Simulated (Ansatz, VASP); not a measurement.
**Hg in VASP and in Ansatz**

The input INCAR:

```
SYSTEM = Hg
ALGO = Normal
EDIFF = 1E-6
ENCUT = 500
GGA = PE
GGA_COMPAT = .FALSE.
ISIF = 2
ISMEAR = -1
LASPH = .TRUE.
LCHARG = .FALSE.
LREAL = .FALSE.
LWAVE = .FALSE.
NBANDS = 12
NELM = 120
PREC = Accurate
SIGMA = 0.1
```

Contents of KPOINTS:

```
k-points
0
G
  14 14 14
  0 0 0
```

The input POSCAR:

```
Hg
1.0
   -1.9377811454      1.9377811454      1.9377811454
    1.9377811454     -1.9377811454      1.9377811454
    1.9377811454      1.9377811454     -1.9377811454
Hg
1
Direct
    0.0000000000      0.0000000000      0.0000000000
```

Input for Ansatz:

```yaml
crystal:
  lattice:
    - [-1.9377811454, 1.9377811454, 1.9377811454]
    - [1.9377811454, -1.9377811454, 1.9377811454]
    - [1.9377811454, 1.9377811454, -1.9377811454]
  atoms:
    - { symbol: Hg, position: [0.0, 0.0, 0.0] }
kpoints:
  mp_grid: { grid: [14, 14, 14] }
scf:
  occupations: { method: fermi_dirac, width: 0.1 }
hamiltonian:
  xc: pbe
  pseudopotentials: { kind: nc }
output:
  forces: true
  stress: true
  eigenvalues: true
```

Change from the starting cell: volume scaled by 1, norm-conserving files.

Alike in both runs: task single point; functional PBE; k mesh 14 × 14 × 14; occupations fermi-dirac, width 0.1 eV; no spin polarisation.

|  | VASP | Ansatz |
| --- | --- | --- |
| version | VASP 6.6.1 | Ansatz 0.2.0 |
| potentials or method | VASP PAW PBE potentials, release 64 (Hg) | norm-conserving pseudopotentials, scalar-relativistic |
| plane-wave cutoff (eV) | 500 | 898 |
| valence electrons in the cell | 12 | 20 |

```csv
,VASP,Ansatz,Ansatz less VASP
pressure (GPa),0.1,0.0,-0.07
```

The functional is the same, so the differences come from potentials, cutoffs and numerics. VASP's potentials hold 12 valence electrons a cell and Ansatz's 20, so a difference there can come from the potentials and not from the codes.

Spin-orbit coupling is off throughout.
